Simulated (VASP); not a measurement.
**GaAs: single point with PBE+D3(BJ)**

Crystal: GaAs.

```
CELL_PARAMETERS angstrom
0.00000 2.87509 2.87509
2.87509 0.00000 2.87509
2.87509 2.87509 0.00000
ATOMIC_POSITIONS crystal
Ga 0.00000 0.00000 0.00000
As 0.25000 0.25000 0.25000
```

```yaml
Program: VASP 6.6.1
Task: single point
Functional: PBE
Dispersion: D3(BJ)
Potentials_or_basis: VASP PAW PBE potentials, release 64 (Ga_d, As)
Cutoff: 500 eV
k_mesh: 4 × 4 × 4
Occupations: gaussian, width 0.1 eV
Spin: no spin polarisation
```

- Pressure: -1.9 GPa
- Band gap on the k mesh: 0.13 eV, direct
- Dispersion energy per atom: -0.307 eV

Levels at points of the mesh, in eV from the valence-band top:
```
           k point  band 7  band 8  band 9  band 10  band 11  band 12
(0.00, 0.00, 0.00)    0.00    0.00    0.00     0.13     3.68     3.68
(0.50, 0.00, 0.00)   -6.39   -1.07   -1.07     0.84     4.59     4.59
(0.50, 0.50, 0.00)   -6.62   -2.52   -2.52     1.53     1.66     9.75
```

Run time: 5 s on 1 thread of AMD EPYC 9R45 96-Core Processor (Zen 5) (shared host), peak memory 0.14 GiB.

Caveat: the k points lie up to 0.47 Å⁻¹ apart.
